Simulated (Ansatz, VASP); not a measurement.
**One calculation of AlSn4, two programs**

```xyz
5
Lattice="4.3024 -4.6760 0.0000 4.3024 4.6760 0.0000 0.0000 0.0000 3.4535" Properties=species:S:1:pos:R:3 pbc="T T T"
Al    4.3024    0.0000    1.7267
Sn    4.3024   -2.8303    1.7267
Sn    1.9500    0.0000    0.0000
Sn    6.6549    0.0000    0.0000
Sn    4.3024    2.8303    1.7267
```

Change from the starting cell: species swapped into the FeCl4 type (Cmmm, No. 65).

Alike in both runs: functional PBE; k mesh 6 × 6 × 10; occupations gaussian, width 0.1 eV; no spin polarisation.

Ansatz relaxed the structure, and its values are those at the end. VASP's run is a single point on that final structure, the one shown.

|  | VASP | Ansatz |
| --- | --- | --- |
| version | VASP 6.6.1 | Ansatz 0.2.0 |
| potentials or method | VASP PAW PBE potentials, release 64 (Al, Sn_d), cutoff 520 eV | scalar-relativistic, plane waves, PAW |
| valence electrons in the cell | 59 | 59 |

|  | VASP | Ansatz | Ansatz less VASP |
| --- | --- | --- | --- |
| gap on the k mesh at the Fermi level (eV) | none | none | - |
| pressure (GPa) | 0.0 | 0.0 | +0.03 |

A gap of «none» marks a metal or a gap that the smearing closes.
